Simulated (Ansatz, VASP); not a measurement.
# KI: VASP beside Ansatz

```
K I
1.0
     0.00000    3.50248    3.50248
     3.50248    0.00000    3.50248
     3.50248    3.50248    0.00000
K I
1 1
Direct
  0.00000 0.00000 0.00000
  0.50000 0.50000 0.50000
```

Alike in both runs: functional PBEsol; k mesh 12 × 12 × 12; occupations fermi-dirac, width 0.1 eV; no spin polarisation.

Ansatz relaxed the structure, and its values are those at the end. VASP's run is a single point on that final structure, the one shown.

|  | VASP | Ansatz |
| --- | --- | --- |
| version | VASP 6.6.1 | Ansatz 0.2.0 |
| potentials or method | VASP PAW PBE potentials, release 64 (K_sv, I) | PAW with Ansatz's default frozen-core files, scalar-relativistic |
| plane-wave cutoff (eV) | 520 | 420 |
| valence electrons in the cell | 16 | 26 |

```csv
,VASP,Ansatz,Ansatz less VASP
pressure (GPa),0.1,0.0,-0.04
```

VASP's potentials were made for PBE, not for PBEsol. The functional is the same, so the differences come from potentials, cutoffs and numerics. VASP's potentials hold 16 valence electrons a cell and Ansatz's 26, so a difference there can come from the potentials and not from the codes.

Spin-orbit coupling is off throughout.
